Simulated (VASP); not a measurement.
Crystal: SiTe.

```
CELL_PARAMETERS angstrom
3.71434 0.00000 0.00000
-1.85717 3.21671 0.00000
0.00000 0.00000 4.97637
ATOMIC_POSITIONS crystal
Si 0.00000 0.00000 0.50000
Te 0.00000 0.00000 0.00000
```

```yaml
Program: VASP 6.6.1
Task: relaxation of cell and atoms
Functional: RPBE
Dispersion: D3(BJ)
Potentials_or_basis: VASP PAW PBE potentials, release 64 (Si, Te)
Cutoff: 600 eV
k_mesh: 8 × 8 × 6
Occupations: fermi-dirac, width 0.05 eV
Spin: no spin polarisation
```

At the start: pressure -8.8 GPa; volume 29.73 Å³/atom.

Problem. How do energy, volume and symmetry change on relaxing?

Solution. Over 17 steps the energy falls by 1031.3 meV/atom and the volume is 18.93 Å³/atom (-36.3 %); space group P6/mmm (No. 191, to 0.05 Å).

Step by step:
| step | energy change (eV) | largest force (eV/Å) | pressure (GPa) | volume (Å³) |
| --- | --- | --- | --- | --- |
| 1 | 0.0000 | 0.0000 | -8.84 | 59.46 |
| 2 | -1.4181 | 0.0000 | -9.37 | 46.23 |
| 3 | 23.2480 | 0.0000 | 661.20 | 16.91 |
| 4 | -1.7104 | 0.0000 | -8.81 | 44.08 |
| 5 | -0.7739 | 0.0000 | 55.40 | 28.81 |
| 6 | -1.8119 | 0.0000 | 15.52 | 38.29 |
| 7 | -1.9183 | 0.0000 | 29.89 | 39.34 |
| 8 | -2.0081 | 0.0000 | -1.13 | 41.68 |
| 9 | -2.0529 | 0.0000 | 10.02 | 40.79 |
| 10 | -2.0529 | 0.0000 | 0.55 | 38.65 |
| 11 | -2.0615 | 0.0000 | -0.60 | 38.15 |
| 12 | -2.0617 | 0.0000 | -0.63 | 38.25 |
| 13 | -2.0621 | 0.0000 | -0.48 | 38.14 |
| 14 | -2.0625 | 0.0000 | -0.23 | 37.99 |
| 15 | -2.0623 | 0.0000 | 0.40 | 37.69 |
| 16 | -2.0625 | 0.0000 | -0.05 | 37.90 |
| 17 | -2.0626 | 0.0000 | -0.01 | 37.87 |

Final structure:
```yaml
crystal:
  lattice:
    - [2.90543, 0.00000, 0.00000]
    - [-1.45272, 2.51618, 0.00000]
    - [0.00000, 0.00000, 5.17987]
  atoms:
    - { symbol: Si, position: [0.00000, 0.00000, 0.50000] }
    - { symbol: Te, position: [0.00000, 0.00000, 0.00000] }
```

Caveat: the volume moved by over 15 % at a fixed basis, so the end points are rough; the PAW data sets were made with another functional, which shifts forces and pressure a little.
